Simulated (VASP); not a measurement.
The system is WSe.

```
W Se
1.0
     0.00000    2.77619    2.77619
     2.77619    0.00000    2.77619
     2.77619    2.77619    0.00000
W Se
1 1
Direct
  0.00000 0.00000 0.00000
  0.50000 0.50000 0.50000
```

Base run:

- Program: VASP 6.6.1
- Functional: PBE
- Potentials or basis: VASP PAW PBE potentials, release 64 (W_sv, Se)
- Cutoff: 520 eV
- k mesh: 6 × 6 × 6
- Occupations: gaussian, width 0.1 eV
- Spin: no spin polarisation

Its results: pressure -17.3 GPa.

Task: The run is repeated on the same cell with these changes: spin from no spin polarisation to collinear spin; further incar settings from ALGO = Normal; EDIFF = 1e-07; NBANDS = 17 to ALGO = Normal; EDIFF = 1e-07; NBANDS = 21. What comes out?

Result: Pressure -10.1 GPa; net moment 2.69 μB per cell; site moments W +2.16; Se -0.03 μB.

Caveats: the cell stands under tension.
